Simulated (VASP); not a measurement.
# Nb3Pb (Pm-3n) in VASP: single point with PBE

Aim: the single point of Nb3Pb with PBE.

All numbers are computed with VASP 6.6.1; they aren't measurements. Logs are shortened: lines on timing, memory, paths and dates and some standing lists are left out, and cuts for length are marked.

### 1 The cell of the first run

Symmetry: Pm-3n, No. 223, cubic system. The conventional cell has a = 5.372 Å, b = 5.372 Å, c = 5.372 Å, α = 90.00°, β = 90.00°, γ = 90.00°. Within 4.0 Å of Pb (site symmetry m-3) lie 12 Nb at 3.00 Å. Nb (site symmetry -4m2) has 10 Nb at 2.69 to 3.29 Å and 4 Pb at 3.00 Å within 3.5 Å.

### 2 Single point, PBE

Input file INCAR:

```
SYSTEM = Nb3Pb
ALGO     = Normal         ! electronic algorithm
EDIFF    = 1E-7           ! SCF threshold, eV
ENCUT    = 520            ! plane-wave cutoff, eV
GGA      = PE             ! functional
ISIF     = 2              ! what is computed and relaxed
ISMEAR   = -1             ! smearing method
LASPH    = .True.         ! aspherical terms in the spheres
LCHARG   = .False.        ! write CHGCAR
LREAL    = .False.        ! projectors in reciprocal space
LWAVE    = .False.        ! write WAVECAR
NBANDS   = 63             ! bands
NELM     = 80             ! most SCF steps
PREC     = Accurate       ! precision mode
SIGMA    = 0.1            ! smearing width, eV
```

Input file KPOINTS:

```
k-points
0
Gamma
  6 6 6
  0 0 0
```

Input file POSCAR:

```
Nb3Pb
1.0
    5.3717667073      0.0000000000      0.0000000000
    0.0000000000      5.3717667073      0.0000000000
    0.0000000000      0.0000000000      5.3717667073
Pb Nb
2 6
Direct
    0.0000000000      0.0000000000      0.0000000000
    0.5000000000      0.5000000000      0.5000000000
    0.2500000000      0.0000000000      0.5000000000
    0.5000000000      0.7500000000      0.0000000000
    0.7500000000      0.0000000000      0.5000000000
    0.5000000000      0.2500000000      0.0000000000
    0.0000000000      0.5000000000      0.7500000000
    0.0000000000      0.5000000000      0.2500000000
```

Potentials or basis: VASP PAW PBE potentials, release 64 (Pb_d, Nb_sv).

Run with:

```
$ cat potpaw_PBE.64/Pb_d/POTCAR potpaw_PBE.64/Nb_sv/POTCAR > POTCAR
$ mpirun -np 1 vasp_std > vasp.out
```

OUTCAR:

```text
SYSTEM = Nb3Pb
   EDIFF = 1E-7
   ENCUT = 520
   GGA = PE
   ISIF = 2
   ISMEAR = -1
   LASPH = .True.
   LREAL = .False.
   NELM = 80
   PREC = Accurate

 ion  position               nearest neighbor table
   1  0.000  0.000  0.000-   3 3.00   4 3.00   5 3.00   6 3.00   7 3.00   8 3.00   3 3.00   5 3.00
                             7 3.00   8 3.00   4 3.00   6 3.00
   2  0.500  0.500  0.500-   3 3.00   4 3.00   5 3.00   6 3.00   7 3.00   8 3.00   4 3.00   6 3.00
                             3 3.00   5 3.00   7 3.00   8 3.00
   3  0.250  0.000  0.500-   5 2.69   5 2.69   1 3.00   1 3.00   2 3.00   2 3.00
   4  0.500  0.750  0.000-   6 2.69   6 2.69   1 3.00   2 3.00   2 3.00   1 3.00
   5  0.750  0.000  0.500-   3 2.69   3 2.69   1 3.00   1 3.00   2 3.00   2 3.00
   6  0.500  0.250  0.000-   4 2.69   4 2.69   1 3.00   2 3.00   2 3.00   1 3.00
   7  0.000  0.500  0.750-   8 2.69   8 2.69   1 3.00   2 3.00   1 3.00   2 3.00
   8  0.000  0.500  0.250-   7 2.69   7 2.69   1 3.00   2 3.00   1 3.00   2 3.00

  LATTYP: Found a simple cubic cell.
 ALAT       =     5.3717667073

  Lattice vectors:

 A1 = (   5.3717667073,   0.0000000000,   0.0000000000)
 A2 = (   0.0000000000,   5.3717667073,   0.0000000000)
 A3 = (   0.0000000000,   0.0000000000,   5.3717667073)

Analysis of symmetry for initial positions (statically):
=====================================================================
 Subroutine PRICEL returns:
 Original cell was already a primitive cell.

 Routine SETGRP: Setting up the symmetry group for a
 simple cubic supercell.

 Subroutine GETGRP returns: Found 48 space group operations
 (whereof 24 operations were pure point group operations)
 out of a pool of 48 trial point group operations.

The static configuration has the point symmetry T_h .
 The point group associated with its full space group is O_h .

Analysis of symmetry for dynamics (positions and initial velocities):
=====================================================================
 Subroutine PRICEL returns:
 Original cell was already a primitive cell.

 Routine SETGRP: Setting up the symmetry group for a
 simple cubic supercell.

 Subroutine GETGRP returns: Found 48 space group operations
 (whereof 24 operations were pure point group operations)
 out of a pool of 48 trial point group operations.

The dynamic configuration has the point symmetry T_h .
 The point group associated with its full space group is O_h .

 Subroutine INISYM returns: Found 48 space group operations
 (whereof 24 operations are pure point group operations),
 and found     1 'primitive' translations

----------------------------------------------------------------------------------------

                                     Primitive cell

  volume of cell :     155.0070

  direct lattice vectors                    reciprocal lattice vectors
     5.371766707  0.000000000  0.000000000     0.186158494  0.000000000  0.000000000
     0.000000000  5.371766707  0.000000000     0.000000000  0.186158494  0.000000000
     0.000000000  0.000000000  5.371766707     0.000000000  0.000000000  0.186158494

  length of vectors
     5.371766707  5.371766707  5.371766707     0.186158494  0.186158494  0.186158494

  position of ions in fractional coordinates (direct lattice)
     0.000000000  0.000000000  0.000000000
     0.500000000  0.500000000  0.500000000
     0.250000000  0.000000000  0.500000000
     0.500000000  0.750000000  0.000000000
     0.750000000  0.000000000  0.500000000
     0.500000000  0.250000000  0.000000000
     0.000000000  0.500000000  0.750000000
     0.000000000  0.500000000  0.250000000

  ion indices of the primitive-cell ions
   primitive index   ion index
                 1           1
                 2           2
                 3           3
                 4           4
                 5           5
                 6           6
                 7           7
                 8           8

----------------------------------------------------------------------------------------

 KPOINTS: k-points

Automatic generation of k-mesh.
 Grid dimensions read from file:
 generate k-points for:    6    6    6

 Generating k-lattice:

  Cartesian coordinates                     Fractional coordinates (reciprocal lattice)
     0.031026416  0.000000000  0.000000000     0.166666667  0.000000000  0.000000000
     0.000000000  0.031026416  0.000000000     0.000000000  0.166666667  0.000000000
     0.000000000  0.000000000  0.031026416     0.000000000  0.000000000  0.166666667

  Length of vectors
     0.031026416  0.031026416  0.031026416

  Shift w.r.t. Gamma in fractional coordinates (k-lattice)
     0.000000000  0.000000000  0.000000000

 Subroutine IBZKPT returns following result:
 ===========================================

 Found     20 irreducible k-points:

 Following reciprocal coordinates:
            Coordinates               Weight
  0.000000  0.000000  0.000000      1.000000
  0.166667  0.000000  0.000000      6.000000
  0.333333  0.000000  0.000000      6.000000
  0.500000  0.000000  0.000000      3.000000
  0.166667  0.166667  0.000000     12.000000
  0.333333  0.166667  0.000000     24.000000
[... 12 lines left out ...]
  0.500000  0.500000  0.333333      6.000000
  0.500000  0.500000  0.500000      1.000000
   k-points           NKPTS =     20   k-points in BZ     NKDIM =     20   number of bands    NBANDS=     63
   number of dos      NEDOS =    301   number of ions     NIONS =      8
   total plane-waves  NPLWV =  64000
   dimension x,y,z NGX =    40 NGY =   40 NGZ =   40
   dimension x,y,z NGXF=    80 NGYF=   80 NGZF=   80
   ions per type =               2   6
   NGX,Y,Z   is equivalent  to a cutoff of  12.38, 12.38, 12.38 a.u.
   NGXF,Y,Z  is equivalent  to a cutoff of  24.76, 24.76, 24.76 a.u.
 SYSTEM =  Nb3Pb
   PREC   = accura    normal or accurate (medium, high low for compatibility)
   ISTART =      0    job   : 0-new  1-cont  2-samecut
   ICHARG =      2    charge: 1-file 2-atom 10-const
   ISPIN  =      1    spin polarized calculation?
   LNONCOLLINEAR =      F non collinear calculations
   LSORBIT =      F    spin-orbit coupling
   LASPH  =      T    aspherical Exc in radial PAW
   ENCUT  =  520.0 eV  38.22 Ry    6.18 a.u.   9.99  9.99  9.99*2*pi/ulx,y,z
   NELM   =     80;   NELMIN=  2; NELMDL= -5     # of ELM steps
   EDIFF  = 0.1E-06   stopping-criterion for ELM
   LREAL  =      F    real-space projection
   EDIFFG = 0.1E-05   stopping-criterion for IOM
   NSW    =      0    number of steps for IOM
   IBRION =     -1    ionic relax: 0-MD 1-quasi-New 2-CG
   NFREE  =      0    steps in history (QN), initial steepest desc. (CG)
   ISIF   =      2    stress and relaxation
   ISYM   =      2    0-nonsym 1-usesym 2-fastsym
   POTIM  = 0.5000    time-step for ionic-motion
   TEBEG  =    0.0;   TEEND  =   0.0 temperature during run
   PSTRESS=    0.0 pullay stress
   NELECT =     106.0000    total number of electrons
   NUPDOWN=      -1.0000    fix difference up-down
   EMIN   =  10.00;   EMAX   =-10.00  energy-range for DOS
   EFERMI =   0.00;   METHOD = LEGACY
   ISMEAR =    -1;   SIGMA  =   0.10  broadening in eV -4-tet -1-fermi 0-gaus
   EFERMI_NEDOS =   21; number of points for ismear=-14 and -15
   IALGO  =     38    algorithm
   IMIX   =      4    mixing-type and parameters
     AMIX     =   0.40;   BMIX     =  1.00
     AMIX_MAG =   1.60;   BMIX_MAG =  1.00
  volume/ion in A,a.u.               =      19.38       130.75
  Fermi-wavevector in a.u.,A,eV,Ry     =   1.442313  2.725577 28.303764  2.080268
  Thomas-Fermi vector in A             =   2.560847
   LORBIT       =      0    0 simple, 1 ext, 2 COOP (PROOUT), +10 PAW based schemes
   GGA     = PE    functional components
   LHFCALC =     F    Hartree Fock is set to
   AEXX    =    0.0000 exact exchange contribution
   IVDW    =     0    specifies the selected vdW correction
   LEPSILON=     F    determine dielectric tensor
   LRPA    =     F    only Hartree local field effects (RPA)
 non-spin polarized calculation
  energy-cutoff  :      520.00
  volume of cell :      155.01
 maximum number of plane-waves:      4224
 NGX is ok and might be reduce to    40
   NGX = 19   NGY = 19   NGZ = 19

 number of electron     106.0000012 magnetization

 Free energy of the ion-electron system (eV)
  ---------------------------------------------------
  ext. energy  EPLUGINS =         0.00000000
  ---------------------------------------------------
  free energy    TOTEN  =       -67.68048269 eV

  energy without entropy =      -67.36545749  energy(sigma->0) =      -67.52297009

 E-fermi :  10.9787     XC(G=0): -12.2264

 val. band max:       10.9627974268   @ k =   0.3333   0.3333   0.0000
 cond. band min:      10.9819622653   @ k =   0.5000   0.5000   0.3333
 fundamental gap:      0.0191648384
 Fermi energy:        10.9786812193

 k-point     1 :       0.0000    0.0000    0.0000
  band No.  band energies     occupation
      1     -43.7313      2.00000
      2     -43.6728      2.00000
      3     -43.6728      2.00000
      4     -43.4865      2.00000
      5     -43.4865      2.00000
      6     -43.4865      2.00000
[... 55 lines left out ...]
     62      14.5708      0.00000
     63      14.6120      0.00000

 k-point     2 :       0.1667    0.0000    0.0000
  band No.  band energies     occupation
      1     -43.7247      2.00000
      2     -43.6757      2.00000
      3     -43.6634      2.00000
      4     -43.5003      2.00000
      5     -43.4865      2.00000
      6     -43.4865      2.00000
[... 55 lines left out ...]
     62      14.3146      0.00000
     63      14.4119      0.00000

 k-point     3 :       0.3333    0.0000    0.0000
  band No.  band energies     occupation
      1     -43.7104      2.00000
      2     -43.6839      2.00000
      3     -43.6335      2.00000
      4     -43.5376      2.00000
      5     -43.4865      2.00000
      6     -43.4865      2.00000
[... 1111 lines left out ...]
     62      13.2984      0.00000
     63      13.5139      0.00000

 k-point    20 :       0.5000    0.5000    0.5000
  band No.  band energies     occupation
      1     -43.5907      2.00000
      2     -43.5907      2.00000
      3     -43.5907      2.00000
      4     -43.5907      2.00000
      5     -43.5907      2.00000
      6     -43.5907      2.00000
[... 55 lines left out ...]
     62      13.2607      0.00000
     63      13.2621      0.00000

------------------------ aborting loop because EDIFF is reached ----------------------------------------

  FORCE on cell =-STRESS in cart. coord.  units (eV):
  Direction    XX          YY          ZZ          XY          YZ          ZX
  --------------------------------------------------------------------------------------
  -------------------------------------------------------------------------------------
  Total       -0.2465422     -0.2465422     -0.2465422     -0.0000000      0.0000000      0.0000000
  in kB       -2.5482994     -2.5482994     -2.5482994     -0.0000000      0.0000000      0.0000000
  external PRESSURE =      -2.5482994 kB  Pullay stress =       0.0000000 kB

 VOLUME and BASIS-vectors are now :
 -----------------------------------------------------------------------------
  energy-cutoff  :      520.00
  volume of cell :      155.01
      direct lattice vectors                 reciprocal lattice vectors
     5.371766707  0.000000000  0.000000000     0.186158494  0.000000000  0.000000000
     0.000000000  5.371766707  0.000000000     0.000000000  0.186158494  0.000000000
     0.000000000  0.000000000  5.371766707     0.000000000  0.000000000  0.186158494

 POSITION                                       TOTAL-FORCE (eV/Angst)
 -----------------------------------------------------------------------------------
      0.00000      0.00000      0.00000         0.000000      0.000000      0.000000
      2.68588      2.68588      2.68588         0.000000      0.000000      0.000000
      1.34294      0.00000      2.68588        -0.000000     -0.000000     -0.000000
      2.68588      4.02883      0.00000         0.000000     -0.000000      0.000000
      4.02883      0.00000      2.68588         0.000000      0.000000      0.000000
      2.68588      1.34294      0.00000        -0.000000      0.000000     -0.000000
      0.00000      2.68588      4.02883        -0.000000      0.000000      0.000000
      0.00000      2.68588      1.34294         0.000000     -0.000000      0.000000
 -----------------------------------------------------------------------------------
    total drift:                                0.000000     -0.000000      0.000000

  FREE ENERGIE OF THE ION-ELECTRON SYSTEM (eV)
  ---------------------------------------------------
  free  energy   TOTEN  =       -67.6804826900 eV

  energy  without entropy=      -67.3654574853  energy(sigma->0) =      -67.52297009
```

Wall time 2.8 min (1 thread of Intel Xeon Platinum 8259CL at 2.50GHz (Skylake/Cascade Lake), shared host); peak memory 0.31 GiB.

What came out:

- Free energy: -67.6805 eV
- Pressure: -0.3 GPa
- Band gap on the k mesh: zero (bands 53 and 54 overlap by 0.60 eV)

Caveat: spin-orbit coupling is left out, which moves the levels of the heavy elements.
